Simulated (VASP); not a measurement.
# GaAs (F-43m) in VASP: further runs, part 2 of 2

VASP 6.6.1.

## (4) Single point, r2SCAN, non-collinear spin, zero start, spin-orbit coupling (strain -4.0%)

File POSCAR:

```
GaAs
1.0
    0.0000000000      2.7197616916      2.7197616916
    2.7197616916      0.0000000000      2.7197616916
    2.7197616916      2.7197616916      0.0000000000
Ga As
1 1
Direct
    0.0000000000      0.0000000000      0.0000000000
    0.2500000000      0.2500000000      0.2500000000
```

File INCAR.step1:

```
  ALGO = Normal
  EDIFF = 1E-4
  ENCUT = 520
  GGA = PE
  GGA_COMPAT = False
  ISMEAR = -1
  LASPH = True
  LCHARG = False
  LREAL = False
  LSORBIT = True
  LWAVE = True
  MAGMOM = 0 0 0 0 0 0
  NBANDS = 30
  NELM = 150
  PREC = Accurate
  SIGMA = 0.02
```

File INCAR.step2:

```
  ALGO = Normal
  EDIFF = 1E-6
  ENCUT = 520
  GGA_COMPAT = False
  ISIF = 2
  ISMEAR = -1
  ISTART = 1
  LASPH = True
  LCHARG = True
  LMIXTAU = True
  LORBIT = 11
  LORBMOM = True
  LREAL = False
  LSORBIT = True
  LVHAR = True
  LWAVE = False
  MAGMOM = 0 0 0 0 0 0
  METAGGA = R2SCAN
  NBANDS = 30
  NELM = 150
  PREC = Accurate
  SIGMA = 0.02
```

File KPOINTS:

```
k-points
0
Gamma
  8 8 8
```

Potentials or basis: VASP PAW PBE potentials, release 64 (Ga_d, As).

On the command line:

```bash
> cat potpaw_PBE.64/Ga_d/POTCAR potpaw_PBE.64/As/POTCAR > POTCAR
> cp INCAR.step1 INCAR
> mpirun -np 1 vasp_ncl > vasp.out
> cp INCAR.step2 INCAR
> mpirun -np 1 vasp_ncl > vasp.out
```

OUTCAR:

```text
EDIFF = 1E-6
   ENCUT = 520
   ISIF = 2
   ISMEAR = -1
   ISTART = 1
   LASPH = True
   LORBIT = 11
   LREAL = False
   LSORBIT = True
   METAGGA = R2SCAN
   NELM = 150
   PREC = Accurate

 ion  position               nearest neighbor table
   1  0.000  0.000  0.000-   2 2.36   2 2.36   2 2.36   2 2.36
   2  0.250  0.250  0.250-   1 2.36   1 2.36   1 2.36   1 2.36

  LATTYP: Found a face centered cubic cell.
 ALAT       =     5.4395233832

  Lattice vectors:

 A1 = (   0.0000000000,   2.7197616916,   2.7197616916)
 A2 = (   2.7197616916,   0.0000000000,   2.7197616916)
 A3 = (   2.7197616916,   2.7197616916,   0.0000000000)

Analysis of symmetry for initial positions (statically):
=====================================================================
 Subroutine PRICEL returns:
 Original cell was already a primitive cell.

 Routine SETGRP: Setting up the symmetry group for a
 face centered cubic supercell.

 Subroutine GETGRP returns: Found 24 space group operations
 (whereof 24 operations were pure point group operations)
 out of a pool of 48 trial point group operations.
[... 1055 lines left out ...]
     0.0000000     0.0000000     0.0000000     0.0000000     0.0000000     0.0000000     0.0000000
     0.0000000     0.0000000     0.0000000     0.0000000     0.0000000     0.0000000     0.0000000
     0.0000000     0.0000000     0.0000000     0.0000000     0.0000000     0.0000000     0.0000000
     0.0000000     0.0000000     0.0000000     0.0000000     0.0000000     0.0000000     0.0000000
     0.0000000     0.0000000     0.0000000     0.0000000     0.0000000     0.0000000     0.0000000
     0.0000000     0.0000000     0.0000000     0.0000000     0.0000000     0.0000000     0.0000000

 Ion:    2  E_soc:     -0.0223030
 l=   1
     0.0000000    -0.0037081    -0.0037081
    -0.0037081     0.0000000    -0.0037081
    -0.0037081    -0.0037081     0.0000000
 l=   2
     0.0000000    -0.0000043     0.0000000    -0.0000043    -0.0000048
    -0.0000043     0.0000000    -0.0000036    -0.0000043    -0.0000012
     0.0000000    -0.0000036     0.0000000    -0.0000036     0.0000000
    -0.0000043    -0.0000043    -0.0000036     0.0000000    -0.0000012
    -0.0000048    -0.0000012     0.0000000    -0.0000012     0.0000000
 l=   3
     0.0000000     0.0000000     0.0000000     0.0000000     0.0000000     0.0000000     0.0000000
     0.0000000     0.0000000     0.0000000     0.0000000     0.0000000     0.0000000     0.0000000
     0.0000000     0.0000000     0.0000000     0.0000000     0.0000000     0.0000000     0.0000000
     0.0000000     0.0000000     0.0000000     0.0000000     0.0000000     0.0000000     0.0000000
     0.0000000     0.0000000     0.0000000     0.0000000     0.0000000     0.0000000     0.0000000
     0.0000000     0.0000000     0.0000000     0.0000000     0.0000000     0.0000000     0.0000000
     0.0000000     0.0000000     0.0000000     0.0000000     0.0000000     0.0000000     0.0000000

 total charge

# of ion       s       p       d       tot
------------------------------------------
    1        0.857   0.922  10.024  11.803
    2        1.197   1.734   0.042   2.974
--------------------------------------------------
tot          2.054   2.656  10.066  14.777

 magnetization (x)

# of ion       s       p       d       tot
------------------------------------------
    1       -0.000   0.000   0.000  -0.000
    2        0.000  -0.000   0.000  -0.000
--------------------------------------------------
tot         -0.000  -0.000   0.000  -0.000

 magnetization (y)

# of ion       s       p       d       tot
------------------------------------------
    1        0.000   0.000   0.000   0.000
    2        0.000   0.000   0.000   0.000
--------------------------------------------------
tot          0.000   0.000   0.000   0.000

 magnetization (z)

# of ion       s       p       d       tot
------------------------------------------
    1        0.000  -0.000   0.000  -0.000
    2       -0.000   0.000  -0.000  -0.000
--------------------------------------------------
tot          0.000  -0.000   0.000  -0.000
```

It took 7 min on 1 thread of Intel Xeon 6975P-C (Granite Rapids), shared host; peak memory 0.37 GiB.

Results:

```
Free energy                                           : -26.8942 eV
Pressure                                              : 11.9 GPa
Net moment                                            : 0.00 μB per cell
Valence electrons inside the program's atomic spheres : Ga 11.80; As 2.97
```

Moments on the atoms (μB; x, y, z):
```
Ga  0.00 0.00 0.00
As  0.00 0.00 0.00
```

Caveat: the cell differs from its parent crystal (strain -4.0%); the cell stands under pressure; the PAW data sets were made with another functional, which shifts forces and pressure a little.

## (5) The runs side by side

```tsv
spin	cell	gap on the mesh (eV)	pressure (GPa)
off	a = 4.127 Å, angles 60.0°, 2 atoms	0.25	-5.2
off	a = 4.167 Å, angles 60.0°, 2 atoms	0.04	-6.4
non-collinear, zero start, SOC	a = 3.846 Å, angles 60.0°, 2 atoms	-	11.9
```

Alike in all rows: task single point; level r2SCAN; potentials or basis VASP PAW PBE potentials, release 64 (Ga_d, As); k mesh 8 × 8 × 8; cutoff (eV) 520; smearing fermi-dirac 0.02 eV.

Caveats: the PAW data sets were made with another functional, which shifts forces and pressure a little; the cell stands under tension (at least some runs); semilocal functionals underestimate gaps, and a narrow one can read as zero (at least some runs); the cell stands under pressure (at least some runs).

Absolute energies hang on the potentials; compare differences alone.
